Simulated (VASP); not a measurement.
The system is AsPb.

```
CELL_PARAMETERS angstrom
3.59315 0.00000 0.00000
0.00000 3.59315 0.00000
0.00000 0.00000 4.19304
ATOMIC_POSITIONS crystal
As 0.50000 0.50000 0.50000
Pb 0.00000 0.00000 0.00000
```

```yaml
Program: VASP 6.6.1
Task: relaxation of cell and atoms
Functional: PBE
Potentials_or_basis: VASP PAW PBE potentials, release 64 (As, Pb_d)
Cutoff: 600 eV
k_mesh: 16 × 16 × 14
Occupations: gaussian, width 0.1 eV
Spin: no spin polarisation
```

At the start: pressure -2.2 GPa; volume 27.07 Å³/atom.

Task: Where does the relaxation end?

Result: Over 22 steps the energy falls by 26.4 meV/atom and the volume is 26.05 Å³/atom (-3.7 %); space group P4/mmm (No. 123, to 0.05 Å).

The path:
```
step  energy change (eV)  largest force (eV/Å)  pressure (GPa)  volume (Å³)
   1              0.0000                0.0000           -2.19        54.14
   2             -0.0176                0.0000            0.43        51.28
   3             -0.0181                0.0000            0.06        51.65
   4             -0.0190                0.0000            0.06        51.64
   5             -0.0214                0.0000            0.06        51.60
   6             -0.0244                0.0000            0.05        51.48
   7             -0.0291                0.0000            0.19        51.12
   8             -0.0313                0.0000            2.15        49.79
   9              1.3885                0.0000           24.51        44.53
  10             -0.0317                0.0000            2.26        49.72
  11             -0.0245                0.0000            3.35        49.18
  12             -0.0307                0.0000            2.75        49.46
  13             -0.0309                0.0000            2.75        49.47
  14             -0.0316                0.0000            2.74        49.50
  15             -0.0327                0.0000            2.72        49.56
  16             -0.0334                0.0000            2.74        49.68
  17             -0.0345                0.0000            2.65        49.75
  18             -0.0377                0.0000            2.38        49.96
  19             -0.0432                0.0000            1.87        50.37
  20             -0.0504                0.0000            0.92        51.20
  21             -0.0509                0.0000           -0.77        52.90
  22             -0.0529                0.0000           -0.02        52.11
```

Final structure:
```xyz
2
Lattice="3.9964 0.0000 0.0000 0.0000 3.9964 0.0000 0.0000 0.0000 3.2627" Properties=species:S:1:pos:R:3 pbc="T T T"
As    1.9982    1.9982    1.6314
Pb    0.0000    0.0000    0.0000
```
